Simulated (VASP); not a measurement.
# Mg8HO8 (a cell with a defect) in VASP: relaxation of the atoms with PBE

Aim: the relaxation of the atoms of Mg8HO8 (a cell with a defect) with PBE.

Everything below comes from runs of VASP 6.6.1. Logs are shortened: lines on timing, memory, paths and dates and some standing lists are left out, and cuts for length are marked.

### Step 1. The cell of the first run

The cell holds a defect, 17 atoms: a = 5.315 Å, b = 5.315 Å, c = 5.315 Å, α = 60.00°, β = 60.00°, γ = 60.00°.

### Step 2. Relaxation of the atoms, PBE

The input, INCAR:

```
SYSTEM = Mg8HO8
PREC     = Accurate       ! precision mode
ENCUT    = 520            ! plane-wave cutoff, eV
EDIFF    = 1E-7           ! SCF threshold, eV
ISMEAR   = -1             ! smearing method
SIGMA    = 0.02           ! smearing width, eV
LREAL    = Auto         
LASPH    = .True.         ! aspherical terms in the spheres
NELM     = 100            ! most SCF steps
ALGO     = Normal         ! electronic algorithm
ISIF     = 2              ! what is computed and relaxed
LWAVE    = .False.        ! write WAVECAR
LCHARG   = .False.        ! write CHGCAR
GGA      = PE             ! functional
IBRION   = 2              ! ionic algorithm
NSW      = 80             ! ionic steps
EDIFFG   = -0.03          ! ionic threshold
NELECT   = 64.0
```

The input, KPOINTS:

```
Automatic mesh
0
Gamma
  3 3 3
  0 0 0
```

The input, POSCAR:

```
Mg8HO8
1.0
    0.0000000000      3.7580000000      3.7580000000
    3.7580000000      0.0000000000      3.7580000000
    3.7580000000      3.7580000000      0.0000000000
Mg O H
8 8 1
Direct
    0.0000000000      0.0000000000      0.0000000000
    0.0000000000      0.0000000000      0.5000000000
    0.0000000000      0.5000000000      0.0000000000
    0.0000000000      0.5000000000      0.5000000000
    0.5000000000      0.0000000000      0.0000000000
    0.5000000000      0.0000000000      0.5000000000
    0.5000000000      0.5000000000      0.0000000000
    0.5000000000      0.5000000000      0.5000000000
    0.2500000000      0.2500000000      0.2500000000
    0.2500000000      0.2500000000      0.7500000000
    0.2500000000      0.7500000000      0.2500000000
    0.2500000000      0.7500000000      0.7500000000
    0.7500000000      0.2500000000      0.2500000000
    0.7500000000      0.2500000000      0.7500000000
    0.7500000000      0.7500000000      0.2500000000
    0.7500000000      0.7500000000      0.7500000000
    0.1331680000      0.1299164000      0.6150259000
```

Potentials or basis: VASP PAW PBE potentials, release 64 (Mg, O, H).

Command:

```
$ cat potpaw_PBE.64/Mg/POTCAR potpaw_PBE.64/O/POTCAR potpaw_PBE.64/H/POTCAR > POTCAR
$ mpirun -np 1 vasp_std > vasp.out
```

OUTCAR:

```text
SYSTEM = Mg8HO8
   PREC = Accurate
   ENCUT = 520
   EDIFF = 1E-7
   ISMEAR = -1
   LREAL = Auto
   LASPH = .True.
   NELM = 100
   ISIF = 2
   GGA = PE
   IBRION = 2
   NSW = 80
   EDIFFG = -0.03
   NELECT = 64.0

 ion  position               nearest neighbor table
   1  0.000  0.000  0.000-  17 1.67  11 1.88  12 1.88  13 1.88  14 1.88  15 1.88  10 1.88   3 2.66
                             5 2.66   2 2.66   2 2.66   4 2.66   6 2.66   3 2.66   4 2.66   7 2.66
   2  0.000  0.000  0.500-  17 1.64  11 1.88  12 1.88  13 1.88  14 1.88  16 1.88   9 1.88   4 2.66
                             6 2.66   1 2.66   1 2.66   3 2.66   5 2.66   3 2.66   4 2.66   8 2.66
   3  0.000  0.500  0.000-   9 1.88  10 1.88  12 1.88  13 1.88  15 1.88  16 1.88   1 2.66   4 2.66
                             7 2.66   2 2.66   4 2.66   8 2.66   1 2.66   2 2.66   5 2.66   5 2.66
   4  0.000  0.500  0.500-  17 1.61  10 1.88  11 1.88  14 1.88  15 1.88  16 1.88   9 1.88   3 2.66
                             8 2.66   2 2.66   1 2.66   3 2.66   7 2.66   1 2.66   2 2.66   6 2.66
   5  0.500  0.000  0.000-   9 1.88  10 1.88  11 1.88  14 1.88  15 1.88  16 1.88   1 2.66   6 2.66
                             7 2.66   2 2.66   6 2.66   8 2.66   3 2.66   7 2.66   8 2.66   1 2.66
   6  0.500  0.000  0.500-  17 1.59  10 1.88  12 1.88  13 1.88  15 1.88  16 1.88   9 1.88   5 2.66
                             8 2.66   2 2.66   1 2.66   5 2.66   7 2.66   4 2.66   7 2.66   8 2.66
   7  0.500  0.500  0.000-   9 1.88  11 1.88  12 1.88  13 1.88  14 1.88  16 1.88   3 2.66   5 2.66
                             8 2.66   4 2.66   6 2.66   8 2.66   1 2.66   5 2.66   6 2.66   1 2.66
   8  0.500  0.500  0.500-  10 1.88  11 1.88  12 1.88  13 1.88  14 1.88  15 1.88   4 2.66   6 2.66
                             7 2.66   3 2.66   5 2.66   7 2.66   2 2.66   5 2.66   6 2.66   2 2.66
   9  0.250  0.250  0.250-   2 1.88   3 1.88   4 1.88   5 1.88   6 1.88   7 1.88
  10  0.250  0.250  0.750-   1 1.88   3 1.88   4 1.88   5 1.88   6 1.88   8 1.88
  11  0.250  0.750  0.250-   1 1.88   2 1.88   4 1.88   5 1.88   7 1.88   8 1.88
  12  0.250  0.750  0.750-   1 1.88   2 1.88   3 1.88   6 1.88   7 1.88   8 1.88
  13  0.750  0.250  0.250-   1 1.88   2 1.88   3 1.88   6 1.88   7 1.88   8 1.88
  14  0.750  0.250  0.750-   1 1.88   2 1.88   4 1.88   5 1.88   7 1.88   8 1.88
  15  0.750  0.750  0.250-   1 1.88   3 1.88   4 1.88   5 1.88   6 1.88   8 1.88
  16  0.750  0.750  0.750-   2 1.88   3 1.88   4 1.88   5 1.88   6 1.88   7 1.88
  17  0.133  0.130  0.615-   6 1.59   4 1.61   2 1.64   1 1.67

  LATTYP: Found a face centered cubic cell.
 ALAT       =     7.5160000000

  Lattice vectors:

 A1 = (   0.0000000000,   3.7580000000,   3.7580000000)
 A2 = (   3.7580000000,   0.0000000000,   3.7580000000)
 A3 = (   3.7580000000,   3.7580000000,   0.0000000000)

Analysis of symmetry for initial positions (statically):
=====================================================================
 Subroutine PRICEL returns:
 Original cell was already a primitive cell.

 Routine SETGRP: Setting up the symmetry group for a
 face centered cubic supercell.

 Subroutine GETGRP returns: Found  1 space group operations
 (whereof  1 operations were pure point group operations)
 out of a pool of 48 trial point group operations.

The static configuration has the point symmetry C_1 .

[... 147 lines left out ...]
   EFERMI_NEDOS =   21; number of points for ismear=-14 and -15
   IALGO  =     38    algorithm
   IMIX   =      4    mixing-type and parameters
     AMIX     =   0.40;   BMIX     =  1.00
     AMIX_MAG =   1.60;   BMIX_MAG =  1.00
  volume/ion in A,a.u.               =       6.24        42.14
  Fermi-wavevector in a.u.,A,eV,Ry     =   1.383040  2.613566 26.025216  1.912799
  Thomas-Fermi vector in A             =   2.507675
   LORBIT       =      0    0 simple, 1 ext, 2 COOP (PROOUT), +10 PAW based schemes
   GGA     = PE    functional components
   LHFCALC =     F    Hartree Fock is set to
   AEXX    =    0.0000 exact exchange contribution
   IVDW    =     0    specifies the selected vdW correction
   LEPSILON=     F    determine dielectric tensor
   LRPA    =     F    only Hartree local field effects (RPA)
 conjugate gradient relaxation of ions
 non-spin polarized calculation
  energy-cutoff  :      520.00
  volume of cell :      106.15
 maximum number of plane-waves:      2872
   NGX = 19   NGY = 19   NGZ = 19

--------------------------------------- Ionic step        1  -------------------------------------------

 number of electron      64.0000048 magnetization

 Free energy of the ion-electron system (eV)
  ---------------------------------------------------
  ext. energy  EPLUGINS =         0.00000000
  ---------------------------------------------------
  free energy    TOTEN  =       -89.45320228 eV

  energy without entropy =      -89.45320228  energy(sigma->0) =      -89.45320228

------------------------ aborting loop because EDIFF is reached ----------------------------------------

  FORCE on cell =-STRESS in cart. coord.  units (eV):
  Direction    XX          YY          ZZ          XY          YZ          ZX
  --------------------------------------------------------------------------------------
  -------------------------------------------------------------------------------------
  Total       73.0982510     73.1022366     73.0724147     -1.0754250      0.4108996      0.1334030
  in kB     1103.3600254   1103.4201847   1102.9700467    -16.2326861      6.2022033      2.0136123
  external PRESSURE =    1103.2500856 kB  Pullay stress =       0.0000000 kB
[... 134 lines left out ...]
  FREE ENERGIE OF THE ION-ELECTRON SYSTEM (eV)
  ---------------------------------------------------
  free  energy   TOTEN  =       -90.1408517864 eV

  energy  without entropy=      -90.1408517864  energy(sigma->0) =      -90.14085179

[... ionic steps 4 to 47 ...]

--------------------------------------- Ionic step       48  -------------------------------------------

 number of electron      64.0000017 magnetization

------------------------ aborting loop because EDIFF is reached ----------------------------------------
[... 97 lines left out ...]
--------------------------------------- Ionic step       50  -------------------------------------------

 number of electron      64.0000017 magnetization

 Free energy of the ion-electron system (eV)
  ---------------------------------------------------
  ext. energy  EPLUGINS =         0.00000000
  ---------------------------------------------------
  free energy    TOTEN  =       -90.88386232 eV

  energy without entropy =      -90.88386232  energy(sigma->0) =      -90.88386232

 E-fermi :   6.9698     XC(G=0): -12.8089

 val. band max:        6.4292882693   @ k =   0.0000   0.0000   0.0000
 cond. band min:      12.4686541470   @ k =   0.0000   0.0000   0.0000
 fundamental gap:      6.0393658777
 Fermi energy:         6.9697795285

 k-point     1 :       0.0000    0.0000    0.0000
  band No.  band energies     occupation
      1     -15.0043      2.00000
      2     -12.1843      2.00000
      3     -10.4618      2.00000
      4     -10.4072      2.00000
      5     -10.4046      2.00000
      6     -10.3885      2.00000
[... 649 lines left out ...]
  FREE ENERGIE OF THE ION-ELECTRON SYSTEM (eV)
  ---------------------------------------------------
  free  energy   TOTEN  =       -90.8838623228 eV

  energy  without entropy=      -90.8838623228  energy(sigma->0) =      -90.88386232

 reached required accuracy - stopping structural energy minimisation
```

CONTCAR:

```text
Mg8HO8
   1.00000000000000
     0.0000000000000000    3.7580000000000000    3.7580000000000000
     3.7580000000000000    0.0000000000000000    3.7580000000000000
     3.7580000000000000    3.7580000000000000    0.0000000000000000
  Mg              O               H
     8     8     1
Direct
     0.9991882522862231    0.9987827158310353    0.0031430942145384
     0.9843779125595190    0.9838886663712204    0.5110714932561332
     0.9973967393459365    0.4977019787104046    0.0072517084406392
     0.9838880513853481    0.5218823629770126    0.5106891365800655
     0.4980067383723905    0.9973673087805464    0.0071029689653195
     0.5216390291634928    0.9837152703272543    0.5108174295582093
[... 9 lines left out ...]
     0.7432933597570263    0.7432329404751449    0.7710368308628489
     0.1665671860293988    0.1674167643141890    0.5004203225100788

  0.00000000E+00  0.00000000E+00  0.00000000E+00
  0.00000000E+00  0.00000000E+00  0.00000000E+00
  0.00000000E+00  0.00000000E+00  0.00000000E+00
  0.00000000E+00  0.00000000E+00  0.00000000E+00
  0.00000000E+00  0.00000000E+00  0.00000000E+00
  0.00000000E+00  0.00000000E+00  0.00000000E+00
[... 9 lines left out ...]
  0.00000000E+00  0.00000000E+00  0.00000000E+00
  0.00000000E+00  0.00000000E+00  0.00000000E+00
```

It took 47 min on 1 thread of AMD EPYC 9R45 (Zen 5), shared host; peak memory 0.23 GiB.

What came out:

- Free energy: -90.8839 eV
- Energy gained by relaxing: 84.2 meV/atom
- Ionic steps: 50
- Largest force after relaxing: 0.029 eV/Å

Forces on the atoms (eV/Å):
```
Mg   0.010  0.008  0.007
Mg  -0.003 -0.008 -0.001
Mg  -0.002 -0.009  0.007
Mg   0.006  0.016  0.001
Mg  -0.006 -0.002  0.003
Mg   0.013  0.009  0.004
Mg  -0.012 -0.013 -0.022
Mg   0.001 -0.004  0.008
O    0.002  0.002 -0.024
O   -0.010 -0.007  0.014
O   -0.012  0.022 -0.001
O   -0.012 -0.001  0.011
O    0.019 -0.012  0.000
O    0.007 -0.016 -0.001
O    0.012  0.013 -0.005
O   -0.004 -0.002  0.000
H   -0.008  0.005  0.001
```

The path:
```tsv
step	energy change (eV)	largest force (eV/Å)	pressure (GPa)
1	0.0000	4.2617	110.33
3	-0.6876	0.9530	110.29
5	-0.7707	0.3375	110.01
7	-0.7765	0.1771	109.89
9	-0.7861	0.3800	109.81
11	-0.7891	1.4561	109.90
13	-0.7972	0.9275	109.77
15	-0.7987	0.9572	109.77
17	-0.8049	1.0770	109.79
19	-0.8318	1.5188	109.97
21	-0.8584	1.8459	110.63
23	-0.8786	1.8866	110.94
25	-0.9944	1.4809	111.10
27	-1.1258	3.5111	112.75
29	-1.1862	1.7661	111.92
31	-1.2630	1.5943	111.27
33	-1.3110	1.1143	111.48
35	-1.3603	0.5887	112.16
37	-1.3969	0.3416	112.53
39	-1.4050	0.3494	112.30
41	-1.4118	0.4024	112.45
43	-1.4208	0.2583	112.38
45	-1.4274	0.1379	112.27
47	-1.4295	0.1418	112.36
49	-1.4303	0.0954	112.30
50	-1.4307	0.0289	112.29
```

Final structure:
```
Mg O H
1.0
     0.00000    3.75800    3.75800
     3.75800    0.00000    3.75800
     3.75800    3.75800    0.00000
Mg O H
8 8 1
Direct
  0.99919 0.99878 0.00314
  0.98438 0.98389 0.51107
  0.99740 0.49770 0.00725
  0.98389 0.52188 0.51069
  0.49801 0.99737 0.00710
  0.52164 0.98372 0.51082
  0.49847 0.49809 0.00724
  0.49978 0.49936 0.50144
  0.24328 0.24316 0.27145
  0.24900 0.24889 0.75073
  0.24770 0.74969 0.25365
  0.24929 0.75112 0.75100
  0.74993 0.24723 0.25378
  0.75185 0.24901 0.75073
  0.74951 0.74938 0.25348
  0.74329 0.74323 0.77104
  0.16657 0.16742 0.50042
```

Levels at points of the mesh, in eV from the Fermi level:
```
           k point  band 29  band 30  band 31  band 32  band 33  band 34  band 35  band 36
(0.00, 0.00, 0.00)    -1.43    -0.58    -0.54    -0.54     5.50     8.38     8.84     8.84
```

Caveat: the k points lie up to 0.48 Å⁻¹ apart; the cell carries a net charge on a neutralising background, which shifts energy and pressure; the cell is charged against a uniform background, so pressure and absolute levels hang on convention.
